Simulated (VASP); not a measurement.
SnGe2:

```
Sn Ge
1.0
     3.74599    0.00000    0.00000
     0.00000    3.74599    0.00000
     0.00000    0.00000    5.08047
Sn Ge
1 2
Direct
  0.50000 0.50000 0.00000
  0.00000 0.50000 0.50000
  0.50000 0.00000 0.50000
```

The cell was generated, and may not be a known phase.

```yaml
Program: VASP 6.6.1
Task: relaxation of cell and atoms
Functional: PBE
Potentials_or_basis: VASP PAW PBE potentials, release 64 (Sn_d, Ge_d)
Cutoff: 600 eV
k_mesh: 4 × 4 × 4
Occupations: gaussian, width 0.1 eV
Spin: no spin polarisation
```

At the start: pressure 1.4 GPa; volume 23.76 Å³/atom.

**Question.** Where does the relaxation end?

**Answer.** Over 20 steps the energy falls by 92.9 meV/atom and the volume is 24.60 Å³/atom (+3.5 %); space group P4/mmm (No. 123, to 0.1 Å) before and after.

The path:
| step | energy change (eV) | largest force (eV/Å) | pressure (GPa) | volume (Å³) |
| --- | --- | --- | --- | --- |
| 1 | 0.0000 | 0.0000 | 1.36 | 71.29 |
| 2 | -0.0089 | 0.0000 | -0.22 | 73.39 |
| 3 | -0.0089 | 0.0000 | -0.02 | 73.28 |
| 4 | -0.0089 | 0.0000 | -0.08 | 73.35 |
| 5 | -0.0131 | 0.0000 | -0.08 | 73.57 |
| 6 | -0.0209 | 0.0000 | -0.27 | 74.08 |
| 7 | -0.0654 | 0.0000 | -0.72 | 75.02 |
| 8 | -0.2149 | 0.0000 | -2.03 | 76.52 |
| 9 | -0.0250 | 0.0000 | -2.13 | 77.88 |
| 10 | -0.2481 | 0.0000 | -2.26 | 77.04 |
| 11 | -0.2525 | 0.0000 | -2.27 | 77.17 |
| 12 | -0.2536 | 0.0000 | -2.28 | 77.15 |
| 13 | -0.2546 | 0.0000 | -2.22 | 77.12 |
| 14 | -0.2541 | 0.0000 | -2.13 | 77.05 |
| 15 | -0.2548 | 0.0000 | -2.26 | 77.10 |
| 16 | -0.2570 | 0.0000 | -2.09 | 76.94 |
| 17 | -0.2628 | 0.0000 | -1.66 | 76.47 |
| 18 | -0.2719 | 0.0000 | -1.24 | 75.53 |
| 19 | -0.2788 | 0.0000 | 0.09 | 73.68 |
| 20 | -0.2788 | 0.0000 | -0.03 | 73.79 |

Final structure:
```
CELL_PARAMETERS angstrom
4.14477 0.00000 0.00000
0.00000 4.14477 0.00000
0.00000 0.00000 4.29556
ATOMIC_POSITIONS crystal
Sn 0.50000 0.50000 0.00000
Ge 0.00000 0.50000 0.50000
Ge 0.50000 0.00000 0.50000
```

Caveat: the k points lie up to 0.38 Å⁻¹ apart in the final cell, too coarse for converged energies and pressures of a metal; a cell axis changed by over 15 % at a fixed basis, so the end point is rough.
